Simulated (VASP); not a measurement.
Wanted: the native input for a VASP 6.6.1 run.

| Property | Result |
| --- | --- |
| Task | single point |
| Functional | PBE |
| Potentials or basis | VASP PAW PBE potentials, release 64 (Cu) |
| Cutoff | 520 eV |
| k mesh | 22 × 22 × 22 |
| Occupations | gaussian, width 0.15 eV |
| Spin | no spin polarisation |
| Dipole correction | no |
| Further INCAR settings | ALGO = Fast; EDIFF = 1e-06; NBANDS = 12 |

The structure of Cu lies in POSCAR:

```
Cu
1.0
   -1.4978000000      1.4978000000      1.4511000000
    1.4978000000     -1.4978000000      1.4511000000
    1.4978000000      1.4978000000     -1.4511000000
Cu
1
Direct
    0.0000000000      0.0000000000      0.0000000000
```

The input as run:

INCAR

```
ALGO = Fast ; EDIFF = 1E-6
ENCUT = 520 ; GGA = PE
ISIF = 2 ; ISMEAR = 0
LASPH = T ; LCHARG = F
LREAL = F ; LWAVE = F
NBANDS = 12 ; NELM = 60
PREC = Accurate ; SIGMA = 0.15
```

KPOINTS

```
k-points
0
Gamma
  22 22 22
```

Potentials or basis: VASP PAW PBE potentials, release 64 (Cu).

Command:

```sh
$ cat potpaw_PBE.64/Cu/POTCAR > POTCAR
$ mpirun -np 1 vasp_std > vasp.out
```

Results of the run:

```
Pressure : -8.6 GPa
```

Wall time 70 s on 1 thread of AMD EPYC 9R45 96-Core Processor (Zen 5), with other jobs on the host, peak memory 0.2 GiB.
